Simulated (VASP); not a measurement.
# BP (F-43m) in VASP: notebook, part 2 of 2

VASP 6.6.1. Earlier steps stand in the parts before.

## (4) Relaxation of cell and atoms, LDA, target pressure 6 GPa, at which the enthalpy is minimised

This run uses another cell than the first one, of 11.32 Å³/atom, 1.218 times its volume.

INCAR reads:

```
  PREC = Accurate
  ENCUT = 600
  EDIFF = 1E-7
  ISMEAR = 0
  SIGMA = 0.01
  LREAL = False
  LASPH = True
  NELM = 80
  ALGO = Normal
  ISIF = 3
  LWAVE = False
  LCHARG = False
  IBRION = 2
  NSW = 80
  EDIFFG = -0.001
  PSTRESS = 60.0
```

KPOINTS reads:

```
Automatic mesh
0
Gamma
  10 10 10
```

POSCAR reads:

```
BP
1.0
    0.0000000000      2.2452319364      2.2452319364
    2.2452319364      0.0000000000      2.2452319364
    2.2452319364      2.2452319364      0.0000000000
B P
1 1
Direct
    0.0000000000      0.0000000000      0.0000000000
    0.7500000000      0.7500000000      0.7500000000
```

Command:

```sh
cat potpaw_LDA.64/B/POTCAR potpaw_LDA.64/P/POTCAR > POTCAR
mpirun -np 1 vasp_std > vasp.out
```

Run time: 16 s. Hardware: 1 thread of Intel Xeon 6975P-C (Granite Rapids), shared host; peak memory 0.13 GiB.

The run converged. Its results:

| Item | Value |
| --- | --- |
| Free energy | -14.3880 eV |
| Relaxed volume | 10.95 Å³/atom |
| Relaxed cell | a = 3.141 Å, b = 3.141 Å, c = 3.141 Å, α = 60.00°, β = 60.00°, γ = 60.00° |
| Space group after relaxing (to 0.05 Å) | F-43m (No. 216) |
| Energy change on relaxing (the enthalpy is what falls) | +6.5 meV/atom |
| Ionic steps | 6 |
| Pressure after relaxing | 6.0 GPa |
| Band gap on the k mesh | 1.11 eV, indirect (least direct gap 3.49 eV) |

Step by step:
| step | energy change (eV) | largest force (eV/Å) | pressure (GPa) | volume (Å³) |
| --- | --- | --- | --- | --- |
| 1 | 0.0000 | 0.0000 | -0.11 | 22.64 |
| 2 | 0.0502 | 0.0000 | 12.34 | 21.25 |
| 3 | 0.0129 | 0.0000 | 5.97 | 21.91 |
| 4 | 0.0135 | 0.0000 | 6.10 | 21.90 |
| 5 | 0.0128 | 0.0000 | 5.93 | 21.92 |
| 6 | 0.0131 | 0.0000 | 6.00 | 21.91 |

Final structure:
```
B P
1.0
     0.00000    2.22084    2.22084
     2.22084    0.00000    2.22084
     2.22084    2.22084    0.00000
B P
1 1
Cartesian
  2.2208 0.0000 2.2208
  3.3313 3.3313 3.3313
```

Levels at points of the mesh, in eV from the valence-band top:
```
           k point  band 1  band 2  band 3  band 4  band 5  band 6  band 7  band 8
(0.00, 0.00, 0.00)  -15.97    0.00    0.00    0.00    3.49    3.49    3.49    8.37
(0.50, 0.00, 0.00)  -12.39   -9.48   -1.82   -1.82    4.18    4.73    4.73   10.15
(0.50, 0.50, 0.00)  -10.80   -8.82   -4.34   -4.34    1.18    1.50   12.61   12.61
```

Caveat: the cell is relaxed towards a set pressure, so the enthalpy falls and the energy may rise.

## (5) Single point, LDA

This run uses another cell than the first one, of 10.09 Å³/atom, 1.086 times its volume.

INCAR reads:

```
PREC     = Accurate       # precision mode
ENCUT    = 520            # plane-wave cutoff, eV
EDIFF    = 1E-6           # SCF threshold, eV
ISMEAR   = 0              # smearing method
SIGMA    = 0.01           # smearing width, eV
LREAL    = F              # projectors in reciprocal space
LASPH    = T              # aspherical terms in the spheres
NELM     = 60             # most SCF steps
ALGO     = Normal         # electronic algorithm
ISIF     = 2              # what is computed and relaxed
LWAVE    = F              # write WAVECAR
LCHARG   = F              # write CHGCAR
NBANDS   = 11             # bands
```

KPOINTS reads:

```
regular mesh
0
Gamma
  10 10 10
```

POSCAR reads:

```
BP
1.0
    0.0000000000      2.1608585558      2.1608585558
    2.1608585558      0.0000000000      2.1608585558
    2.1608585558      2.1608585558      0.0000000000
B P
1 1
Direct
    0.0000000000      0.0000000000      0.0000000000
    0.7500000000      0.7500000000      0.7500000000
```

Command:

```sh
cat potpaw_LDA.64/B/POTCAR potpaw_LDA.64/P/POTCAR > POTCAR
mpirun -np 1 vasp_std > vasp.out
```

Wall time 7.1 s (1 thread of Intel Xeon Platinum 8175M at 2.50GHz (Skylake/Cascade Lake), shared host); peak memory 0.12 GiB.

The run converged. Its results:

```
Free energy            : -14.2254 eV
Pressure               : 24.8 GPa
Band gap on the k mesh : 1.01 eV, indirect (least direct gap 3.66 eV)
```

Levels at points of the mesh, in eV from the valence-band top:
```csv
k point,band 1,band 2,band 3,band 4,band 5,band 6,band 7,band 8,band 9
"(0.00, 0.00, 0.00)",-16.73,0.00,0.00,0.00,3.66,3.66,3.66,9.69,12.39
"(0.50, 0.00, 0.00)",-12.81,-10.10,-1.91,-1.91,4.71,4.79,4.79,10.46,15.59
"(0.50, 0.50, 0.00)",-11.12,-9.25,-4.63,-4.63,1.02,1.45,13.41,13.41,16.87
```

A k mesh can miss the band edges. Expect the measured gap to be larger: semilocal functionals such as LDA lack the derivative discontinuity.

## (6) Relaxation of cell and atoms, LDA, target pressure 25 GPa, at which the enthalpy is minimised

This run uses another cell than the first one, of 11.32 Å³/atom, 1.218 times its volume.

INCAR reads:

```
SYSTEM = BP
  PREC = Accurate
  ENCUT = 600
  EDIFF = 1E-7
  ISMEAR = 0
  SIGMA = 0.01
  LREAL = .FALSE.
  LASPH = .TRUE.
  NELM = 60
  ALGO = Normal
  ISIF = 3
  LWAVE = .FALSE.
  LCHARG = .FALSE.
  GGA = CA
  IBRION = 2
  NSW = 80
  EDIFFG = -0.001
  PSTRESS = 250.0
```

KPOINTS reads:

```
Automatic mesh
0
G
  10 10 10
  0 0 0
```

POSCAR reads:

```
BP
1.0
    0.0000000000      2.2452319364      2.2452319364
    2.2452319364      0.0000000000      2.2452319364
    2.2452319364      2.2452319364      0.0000000000
B P
1 1
Direct
    0.0000000000      0.0000000000      0.0000000000
    0.7500000000      0.7500000000      0.7500000000
```

Potentials or basis: VASP PAW LDA potentials, release 64 (B, P).

Command:

```sh
cat potpaw_LDA.64/B/POTCAR potpaw_LDA.64/P/POTCAR > POTCAR
mpirun -np 1 vasp_std > vasp.out
```

OUTCAR:

```text
SYSTEM = BP
   PREC = Accurate
   ENCUT = 600
   EDIFF = 1E-7
   ISMEAR = 0
   LREAL = .FALSE.
   LASPH = .TRUE.
   NELM = 60
   ISIF = 3
   GGA = CA
   IBRION = 2
   NSW = 80
   EDIFFG = -0.001
   PSTRESS = 250.0

 ion  position               nearest neighbor table
   1  0.000  0.000  0.000-   2 1.94   2 1.94   2 1.94   2 1.94
   2  0.750  0.750  0.750-   1 1.94   1 1.94   1 1.94   1 1.94

  LATTYP: Found a face centered cubic cell.
 ALAT       =     4.4904638728

  Lattice vectors:

 A1 = (   0.0000000000,   2.2452319364,   2.2452319364)
 A2 = (   2.2452319364,   0.0000000000,   2.2452319364)
 A3 = (   2.2452319364,   2.2452319364,   0.0000000000)

Analysis of symmetry for initial positions (statically):
=====================================================================
 Subroutine PRICEL returns:
 Original cell was already a primitive cell.

 Routine SETGRP: Setting up the symmetry group for a
 face centered cubic supercell.

 Subroutine GETGRP returns: Found 24 space group operations
 (whereof 24 operations were pure point group operations)
 out of a pool of 48 trial point group operations.

The static configuration has the point symmetry T_d .

Analysis of symmetry for dynamics (positions and initial velocities):
=====================================================================
 Subroutine PRICEL returns:
 Original cell was already a primitive cell.

 Routine SETGRP: Setting up the symmetry group for a
 face centered cubic supercell.

 Subroutine GETGRP returns: Found 24 space group operations
 (whereof 24 operations were pure point group operations)
 out of a pool of 48 trial point group operations.

The dynamic configuration has the point symmetry T_d .

 Subroutine INISYM returns: Found 24 space group operations
 (whereof 24 operations are pure point group operations),
 and found     1 'primitive' translations

----------------------------------------------------------------------------------------

                                     Primitive cell

  volume of cell :      22.6367

  direct lattice vectors                    reciprocal lattice vectors
     0.000000000  2.245231936  2.245231936    -0.222694142  0.222694142  0.222694142
     2.245231936  0.000000000  2.245231936     0.222694142 -0.222694142  0.222694142
     2.245231936  2.245231936  0.000000000     0.222694142  0.222694142 -0.222694142

  length of vectors
     3.175237455  3.175237455  3.175237455     0.385717569  0.385717569  0.385717569

  position of ions in fractional coordinates (direct lattice)
     0.000000000  0.000000000  0.000000000
     0.750000000  0.750000000  0.750000000

  ion indices of the primitive-cell ions
   primitive index   ion index
                 1           1
                 2           2

----------------------------------------------------------------------------------------

 KPOINTS: Automatic mesh

Automatic generation of k-mesh.
 Grid dimensions read from file:
 generate k-points for:   10   10   10

 Generating k-lattice:

  Cartesian coordinates                     Fractional coordinates (reciprocal lattice)
    -0.022269414  0.022269414  0.022269414     0.100000000  0.000000000  0.000000000
     0.022269414 -0.022269414  0.022269414     0.000000000  0.100000000  0.000000000
     0.022269414  0.022269414 -0.022269414     0.000000000  0.000000000  0.100000000

  Length of vectors
     0.038571757  0.038571757  0.038571757

  Shift w.r.t. Gamma in fractional coordinates (k-lattice)
     0.000000000  0.000000000  0.000000000

 Subroutine IBZKPT returns following result:
 ===========================================

 Found     47 irreducible k-points:

 Following reciprocal coordinates:
            Coordinates               Weight
  0.000000  0.000000  0.000000      1.000000
  0.100000  0.000000  0.000000      8.000000
  0.200000  0.000000  0.000000      8.000000
  0.300000  0.000000  0.000000      8.000000
  0.400000  0.000000  0.000000      8.000000
  0.500000  0.000000  0.000000      4.000000
[... 16 lines left out ...]
  0.300000  0.300000  0.000000      6.000000
  0.400000  0.300000  0.000000     24.000000
 [... further k-points ...]
   k-points           NKPTS =     47   k-points in BZ     NKDIM =     47   number of bands    NBANDS=      8
   number of dos      NEDOS =    301   number of ions     NIONS =      2
   total plane-waves  NPLWV =  21952
   dimension x,y,z NGX =    28 NGY =   28 NGZ =   28
   dimension x,y,z NGXF=    56 NGYF=   56 NGZF=   56
   ions per type =               1   1
   NGX,Y,Z   is equivalent  to a cutoff of  14.66, 14.66, 14.66 a.u.
   NGXF,Y,Z  is equivalent  to a cutoff of  29.32, 29.32, 29.32 a.u.
 SYSTEM =  BP
   PREC   = accura    normal or accurate (medium, high low for compatibility)
   ISTART =      0    job   : 0-new  1-cont  2-samecut
   ICHARG =      2    charge: 1-file 2-atom 10-const
   ISPIN  =      1    spin polarized calculation?
   LNONCOLLINEAR =      F non collinear calculations
   LSORBIT =      F    spin-orbit coupling
   LASPH  =      T    aspherical Exc in radial PAW
   ENCUT  =  600.0 eV  44.10 Ry    6.64 a.u.   6.34  6.34  6.34*2*pi/ulx,y,z
   NELM   =     60;   NELMIN=  2; NELMDL= -5     # of ELM steps
   EDIFF  = 0.1E-06   stopping-criterion for ELM
   LREAL  =      F    real-space projection
   EDIFFG = -.1E-02   stopping-criterion for IOM
   NSW    =     80    number of steps for IOM
   IBRION =      2    ionic relax: 0-MD 1-quasi-New 2-CG
   NFREE  =      1    steps in history (QN), initial steepest desc. (CG)
   ISIF   =      3    stress and relaxation
   ISYM   =      2    0-nonsym 1-usesym 2-fastsym
   POTIM  = 0.5000    time-step for ionic-motion
   TEBEG  =    0.0;   TEEND  =   0.0 temperature during run
   PSTRESS=  250.0 pullay stress
   NELECT =       8.0000    total number of electrons
   NUPDOWN=      -1.0000    fix difference up-down
   EMIN   =  10.00;   EMAX   =-10.00  energy-range for DOS
   EFERMI =   0.00;   METHOD = LEGACY
   ISMEAR =     0;   SIGMA  =   0.01  broadening in eV -4-tet -1-fermi 0-gaus
   EFERMI_NEDOS =   21; number of points for ismear=-14 and -15
   IALGO  =     38    algorithm
   IMIX   =      4    mixing-type and parameters
     AMIX     =   0.40;   BMIX     =  1.00
     AMIX_MAG =   1.60;   BMIX_MAG =  1.00
  volume/ion in A,a.u.               =      11.32        76.38
  Fermi-wavevector in a.u.,A,eV,Ry     =   1.157445  2.187253 18.227432  1.339678
  Thomas-Fermi vector in A             =   2.294056
   LORBIT       =      0    0 simple, 1 ext, 2 COOP (PROOUT), +10 PAW based schemes
   GGA     = CA    functional components
   LHFCALC =     F    Hartree Fock is set to
   AEXX    =    0.0000 exact exchange contribution
   IVDW    =     0    specifies the selected vdW correction
   LEPSILON=     F    determine dielectric tensor
   LRPA    =     F    only Hartree local field effects (RPA)
 conjugate gradient relaxation of ions
 non-spin polarized calculation
 Gauss-broadening in eV      SIGMA  =   0.01
  energy-cutoff  :      600.00
  volume of cell :       22.64
 maximum number of plane-waves:       769
 NGX is ok and might be reduce to    28
   NGX = 13   NGY = 13   NGZ = 13

--------------------------------------- Ionic step        1  -------------------------------------------

 number of electron       8.0000001 magnetization

 Free energy of the ion-electron system (eV)
  ---------------------------------------------------
  ext. energy  EPLUGINS =         0.00000000
  ---------------------------------------------------
  free energy    TOTEN  =       -14.40103557 eV

  energy without entropy =      -14.40103557  energy(sigma->0) =      -14.40103557

------------------------ aborting loop because EDIFF is reached ----------------------------------------

  FORCE on cell =-STRESS in cart. coord.  units (eV):
  Direction    XX          YY          ZZ          XY          YZ          ZX
  --------------------------------------------------------------------------------------
  -------------------------------------------------------------------------------------
  Total       -0.0150949     -0.0150949     -0.0150949     -0.0000000      0.0000000     -0.0000000
  in kB       -1.0683833     -1.0683833     -1.0683833     -0.0000000      0.0000000     -0.0000000
  external PRESSURE =    -251.0683833 kB  Pullay stress =     250.0000000 kB
[... 25 lines left out ...]
--------------------------------------- Ionic step        2  -------------------------------------------

 number of electron       8.0000000 magnetization

 E-fermi :  11.4251     XC(G=0): -12.3720

 val. band max:       11.3365295891   @ k =   0.0000   0.0000   0.0000
 cond. band min:      12.0361025488   @ k =   0.5000   0.5000   0.0000
 fundamental gap:      0.6995729597
 Fermi energy:        11.4251369919

 k-point     1 :       0.0000    0.0000    0.0000
  band No.  band energies     occupation
      1      -6.9047      2.00000
      2      11.3365      2.00000
      3      11.3365      2.00000
      4      11.3365      2.00000
      5      15.4364      0.00000
      6      15.4364      0.00000
      7      15.4364      0.00000
      8      23.4964      0.00000
[... 442 lines left out ...]
--------------------------------------- Ionic step        7  -------------------------------------------

 number of electron       8.0000000 magnetization

 Free energy of the ion-electron system (eV)
  ---------------------------------------------------
  ext. energy  EPLUGINS =         0.00000000
  ---------------------------------------------------
  free energy    TOTEN  =       -14.22585065 eV

  energy without entropy =      -14.22585065  energy(sigma->0) =      -14.22585065

 E-fermi :   9.3590     XC(G=0): -11.7061

 val. band max:        9.2470258337   @ k =   0.0000   0.0000   0.0000
 cond. band min:      10.2590747909   @ k =   0.4000   0.4000   0.0000
 fundamental gap:      1.0120489571
 Fermi energy:         9.3590191272

 k-point     1 :       0.0000    0.0000    0.0000
  band No.  band energies     occupation
      1      -7.4933      2.00000
      2       9.2470      2.00000
      3       9.2470      2.00000
      4       9.2470      2.00000
      5      12.9041      0.00000
      6      12.9041      0.00000
      7      12.9041      0.00000
      8      18.9510      0.00000
[... 286 lines left out ...]
  energy  without entropy=      -14.2258506537  energy(sigma->0) =      -14.22585065

  enthalpy is  TOTEN    =       -11.0792233563 eV   P V=        3.1466272974

 reached required accuracy - stopping structural energy minimisation
```

CONTCAR:

```text
BP
   1.00000000000000
     0.0000000000000000    2.1603724383294112    2.1603724383294112
     2.1603724383294112    0.0000000000000000    2.1603724383294112
     2.1603724383294112    2.1603724383294112   -0.0000000000000000
  B               P
     1     1
Direct
     0.0000000000000000    0.0000000000000000    0.0000000000000000
     0.7500000000000000    0.7500000000000000    0.7500000000000000

  0.00000000E+00  0.00000000E+00  0.00000000E+00
  0.00000000E+00  0.00000000E+00  0.00000000E+00
```

Wall time 55 s (1 thread of Intel Xeon Platinum 8175M at 2.50GHz (Skylake/Cascade Lake), shared host); peak memory 0.14 GiB.

What came out:

* Free energy: -14.2259 eV
* Relaxed volume: 10.08 Å³/atom
* Relaxed cell: a = 3.055 Å, b = 3.055 Å, c = 3.055 Å, α = 60.00°, β = 60.00°, γ = 60.00°
* Space group after relaxing (to 0.05 Å): F-43m (No. 216)
* Energy change on relaxing (the enthalpy is what falls): +87.6 meV/atom
* Ionic steps: 7
* Pressure after relaxing: 25.0 GPa
* Band gap on the k mesh: 1.01 eV, indirect (least direct gap 3.66 eV)

Step by step:
```csv
step,energy change (eV),largest force (eV/Å),pressure (GPa),volume (Å³)
1,0.0000,0.0000,-0.11,22.64
2,1.0344,0.0000,76.78,17.31
3,0.1617,0.0000,23.86,20.25
4,0.1736,0.0000,24.86,20.18
5,0.1810,0.0000,25.48,20.13
6,0.1687,0.0000,24.46,20.21
7,0.1752,0.0000,25.00,20.17
```

Final structure:
```
B P
1.0
     0.00000    2.16037    2.16037
     2.16037    0.00000    2.16037
     2.16037    2.16037    0.00000
B P
1 1
Cartesian
  0.0000 0.0000 0.0000
  3.2406 3.2406 3.2406
```

Caveat: the cell is relaxed towards a set pressure, so the enthalpy falls and the energy may rise. LDA gaps usually lie below the measured ones, often by a third to a half.

## (7) Summary

| task | cell | k mesh | cutoff (eV) | gap on the mesh (eV) | pressure (GPa) |
| --- | --- | --- | --- | --- | --- |
| relaxation of cell and atoms | relaxed to 50 GPa from a = 2.973 Å, angles 60.0°, 2 atoms | 12 × 12 × 12 | 600 | 0.85 | 50.0 |
| single point | a = 3.141 Å, angles 60.0°, 2 atoms | 10 × 10 × 10 | 520 | 1.11 | 5.9 |
| relaxation of cell and atoms | relaxed to 6 GPa from a = 3.175 Å, angles 60.0°, 2 atoms | 10 × 10 × 10 | 600 | 1.11 | 6.0 |
| single point | a = 3.056 Å, angles 60.0°, 2 atoms | 10 × 10 × 10 | 520 | 1.01 | 24.8 |
| relaxation of cell and atoms | relaxed to 25 GPa from a = 3.175 Å, angles 60.0°, 2 atoms | 10 × 10 × 10 | 600 | 1.01 | 25.0 |

Alike in all rows: level LDA; potentials or basis VASP PAW LDA potentials, release 64 (B, P); no spin polarisation; smearing gaussian 0.01 eV.

Caveats: the cell is relaxed towards a set pressure, so the enthalpy falls and the energy may rise (some runs).

Total energies depend on the potentials used, so only differences within one code and one set of settings carry meaning.
